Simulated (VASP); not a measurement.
Write the native input for VASP 6.6.1 that does the following.

- Task: single point
- Functional: PBEsol
- Dispersion: D4
- Potentials or basis: VASP PAW PBE potentials, release 64 (B, As)
- Cutoff: 500 eV
- k mesh: 6 × 6 × 6
- Occupations: gaussian, width 0.01 eV
- Spin: no spin polarisation
- Dipole correction: no
- Further INCAR settings: ALGO = Normal; EDIFF = 1e-06; NBANDS = 11

The structure of BAs lies in POSCAR:

```
BAs
1.0
    0.0000000000      2.3918676038      2.3918676038
    2.3918676038      0.0000000000      2.3918676038
    2.3918676038      2.3918676038      0.0000000000
B As
1 1
Direct
    0.0000000000      0.0000000000      0.0000000000
    0.2500000000      0.2500000000      0.2500000000
```

One way to write it, as run:

INCAR

```
SYSTEM = BAs
ALGO     = Normal         ! electronic algorithm
EDIFF    = 1E-6           ! SCF threshold, eV
ENCUT    = 500            ! plane-wave cutoff, eV
GGA      = PS             ! functional
GGA_COMPAT= .False.      
ISIF     = 2              ! what is computed and relaxed
ISMEAR   = 0              ! smearing method
IVDW     = 13             ! dispersion correction
LASPH    = .True.         ! aspherical terms in the spheres
LCHARG   = .False.        ! write CHGCAR
LREAL    = .False.        ! projectors in reciprocal space
LWAVE    = .False.        ! write WAVECAR
NBANDS   = 11             ! bands
NELM     = 120            ! most SCF steps
PREC     = Accurate       ! precision mode
SIGMA    = 0.01           ! smearing width, eV
```

KPOINTS

```
k-points
0
Gamma
  6 6 6
  0 0 0
```

Potentials or basis: VASP PAW PBE potentials, release 64 (B, As).

Launch:

```bash
$ cat potpaw_PBE.64/B/POTCAR potpaw_PBE.64/As/POTCAR > POTCAR
$ mpirun -np 1 vasp_std > vasp.out
```

It gave:

- Pressure: -3.0 GPa
- Band gap on the k mesh: 1.18 eV, indirect (least direct gap 3.23 eV)
- Dispersion energy per atom: -0.211 eV

Caveat: the PAW data sets were made with another functional, which shifts forces and pressure a little.

It took 6.7 s on 1 thread of Intel(R) Xeon(R) Platinum 8259CL CPU @ 2.50GHz (Skylake/Cascade Lake), on a shared host, peak memory 0.15 GiB.
